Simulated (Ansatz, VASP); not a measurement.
## One calculation of N, two programs

```
N
1.0
     5.29103    3.05478    4.74835
    -5.29103    3.05478    4.74835
     0.00000   -6.10955    4.74835
N
16
Direct
  0.55367 0.03443 0.71313
  0.96557 0.28687 0.44633
  0.71313 0.55367 0.03443
  0.96132 0.96132 0.96132
  0.53443 0.05367 0.21313
  0.78687 0.46557 0.94633
  0.28687 0.44633 0.96557
  0.03868 0.03868 0.03868
  0.46557 0.94633 0.78687
  0.53868 0.53868 0.53868
  0.44633 0.96557 0.28687
  0.46132 0.46132 0.46132
  0.03443 0.71313 0.55367
  0.94633 0.78687 0.46557
  0.21313 0.53443 0.05367
  0.05367 0.21313 0.53443
```

Alike in both runs: functional PBE; k mesh 3 × 3 × 3; occupations gaussian, width 0.02 eV; no spin polarisation.

Ansatz relaxed the structure, and its values are those at the end. VASP's run is a single point on that final structure, the one shown.

|  | VASP | Ansatz |
| --- | --- | --- |
| version | VASP 6.6.1 | Ansatz 0.2.0 |
| potentials or method | VASP PAW PBE potentials, release 64 (N), cutoff 520 eV | scalar-relativistic, plane waves, PAW |
| valence electrons in the cell | 80 | 80 |

|  | VASP | Ansatz | Ansatz less VASP |
| --- | --- | --- | --- |
| gap on the k mesh at the Fermi level (eV) | 7.70 | 7.74 | +0.044 |
| least direct gap on the mesh (eV) | 7.72 | 7.76 | +0.044 |
| pressure (GPa) | 1.6 | 0.0 | -1.59 |
| rms of the force components (eV/Å) | 1.008 | 0.002 | -1.0054 |

One of these differences is far larger than is usual between the two programs; its cause wasn't traced. The functional is the same, so the differences come from potentials, cutoffs and numerics.

Noted on VASP's run: the standard files for N, O and F lose accuracy on very short bonds.
